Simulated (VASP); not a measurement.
# TiN (Osbornite): relaxation of cell and atoms with PBE

The system is TiN (Osbornite).

```
Ti N
1.0
     0.00000    2.11900    2.11900
     2.11900    0.00000    2.11900
     2.11900    2.11900    0.00000
Ti N
1 1
Direct
  0.00000 0.00000 0.00000
  0.50000 0.50000 0.50000
```

| Item | Value |
| --- | --- |
| Program | VASP 6.6.1 |
| Task | relaxation of cell and atoms |
| Functional | PBE |
| Potentials or basis | VASP PAW PBE potentials, release 64 (Ti_sv, N) |
| Cutoff | 600 eV |
| k mesh | 12 × 12 × 12 |
| Occupations | methfessel-paxton, width 0.05 eV |
| Spin | no spin polarisation |
| Target pressure | 6 GPa |
| Dipole correction | no |
| Further INCAR settings | ALGO = Normal; EDIFF = 1e-06; IBRION = 2; EDIFFG = -0.005; NSW = 80; ISIF = 3 |

```json
{
  "Relaxed volume": "9.39 Å³/atom",
  "Relaxed cell": "a = 2.984 Å, b = 2.984 Å, c = 2.984 Å, α = 60.00°, β = 60.00°, γ = 60.00°",
  "Space group after relaxing (to 0.05 Å)": "Fm-3m (No. 225)",
  "Energy change on relaxing (the enthalpy is what falls)": "+3.1 meV/atom",
  "Ionic steps": "3",
  "Pressure after relaxing": "6.0 GPa"
}
```

Step by step:
| step | energy change (eV) | largest force (eV/Å) | pressure (GPa) | volume (Å³) |
| --- | --- | --- | --- | --- |
| 1 | 0.0000 | 0.0000 | 2.04 | 19.03 |
| 2 | 0.0286 | 0.0000 | 12.53 | 18.39 |
| 3 | 0.0063 | 0.0000 | 6.00 | 18.78 |

Final structure:
```
CELL_PARAMETERS angstrom
0.00000 2.10967 2.10967
2.10967 0.00000 2.10967
2.10967 2.10967 0.00000
ATOMIC_POSITIONS crystal
Ti 0.00000 0.00000 0.00000
N 0.50000 0.50000 0.50000
```

Levels at points of the mesh, in eV from the Fermi level:
| k point | band 6 | band 7 | band 8 | band 9 | band 10 | band 11 | band 12 |
| --- | --- | --- | --- | --- | --- | --- | --- |
| (0.00, 0.00, 0.00) | -2.01 | -2.01 | -2.01 | -0.58 | -0.58 | -0.58 | 0.64 |
| (0.50, 0.00, 0.00) | -8.13 | -5.51 | -5.51 | 1.77 | 1.77 | 2.46 | 5.90 |
| (0.50, 0.50, 0.00) | -5.82 | -3.20 | -3.20 | -3.08 | 1.73 | 2.49 | 2.49 |

Wall time 18 s on 1 thread of Intel(R) Xeon(R) 6975P-C (Granite Rapids), with other jobs on the host, peak memory 0.15 GiB.

Caveat: the cell is relaxed towards a set pressure, so the enthalpy falls and the energy may rise.
